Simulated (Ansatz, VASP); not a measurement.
## One calculation of AlN, two programs

The input INCAR:

```
PREC     = Accurate       # precision mode
ENCUT    = 520            # plane-wave cutoff, eV
EDIFF    = 1E-7           # SCF threshold, eV
ISMEAR   = 0              # smearing method
SIGMA    = 0.05           # smearing width, eV
LREAL    = False          # projectors in reciprocal space
LASPH    = True           # aspherical terms in the spheres
NELM     = 100            # most SCF steps
ALGO     = Normal         # electronic algorithm
ISIF     = 2              # what is computed and relaxed
LWAVE    = False          # write WAVECAR
LCHARG   = False          # write CHGCAR
GGA      = PS             # functional
NBANDS   = 26             # bands
```

Contents of KPOINTS:

```
Automatic mesh
0
Gamma
  8 8 3
```

POSCAR

```
AlN
1.0
   -3.1135599822      0.0000000000      0.0000000000
   -1.5567799911     -2.6964220408      0.0000000000
   -0.2594633319     -0.4494036735     11.9667009506
Al N
4 4
Direct
    0.3333333333      0.2077775450      0.7533347297
    0.3333333333      0.2771833417      0.3368999499
    0.6666666667      0.6452195733      0.1286825600
    0.6666666667      0.5758137767      0.5451173398
    0.3333333333      0.3200775284      0.0795348299
    0.3333333333      0.2506717317      0.4959696097
    0.6666666667      0.6187079634      0.2877522198
    0.6666666667      0.5493021667      0.7041869996
```

Input for Ansatz:

```yaml
crystal:
  lattice:
    - [-3.1135599822, 0.0, 0.0]
    - [-1.5567799911, -2.6964220408, 0.0]
    - [-0.2594633319, -0.4494036735, 11.9667009506]
  atoms:
    - { symbol: Al, position: [0.3333333333, 0.207777545, 0.7533347297] }
    - { symbol: Al, position: [0.3333333333, 0.2771833417, 0.3368999499] }
    - { symbol: Al, position: [0.6666666667, 0.6452195733, 0.12868256] }
    - { symbol: Al, position: [0.6666666667, 0.5758137767, 0.5451173398] }
    - { symbol: "N", position: [0.3333333333, 0.3200775284, 0.0795348299] }
    - { symbol: "N", position: [0.3333333333, 0.2506717317, 0.4959696097] }
    - { symbol: "N", position: [0.6666666667, 0.6187079634, 0.2877522198] }
    - { symbol: "N", position: [0.6666666667, 0.5493021667, 0.7041869996] }
basis:
  ecutwfc: 520.0
kpoints:
  mp_grid: { grid: [8, 8, 3] }
hamiltonian:
  xc: pbesol
  pseudopotentials: { kind: paw, azcp: { folder: soft_1 } }
scf:
  occupations: { method: gaussian, width: 0.05 }
output:
  forces: true
  stress: true
  eigenvalues: true
```

Alike in both runs: task single point; functional PBEsol; k mesh 8 × 8 × 3; occupations gaussian, width 0.05 eV; no spin polarisation.

```csv
,VASP,Ansatz
version,VASP 6.6.1,Ansatz 0.2.0
potentials or method,"VASP PAW PBE potentials, release 64 (Al, N), cutoff 520 eV","scalar-relativistic, plane waves, PAW"
valence electrons in the cell,32,32
```

|  | VASP | Ansatz | Ansatz less VASP |
| --- | --- | --- | --- |
| gap on the k mesh at the Fermi level (eV) | none | none | - |
| pressure (GPa) | -2.4 | -2.4 | -0.01 |
| traceless stress, the component that is largest in VASP (GPa) | -2.62 | -2.49 | +0.123 |
| rms of the force components (eV/Å) | 0.819 | 0.822 | +0.0033 |

VASP's potentials were made for PBE, not for PBEsol, and Ansatz warns of the same on its side. Atom by atom the forces differ by 0.005 eV/Å (rms over components). A gap of «none» marks a metal or a gap that the smearing closes. The functional is the same, so the differences come from potentials, cutoffs and numerics.
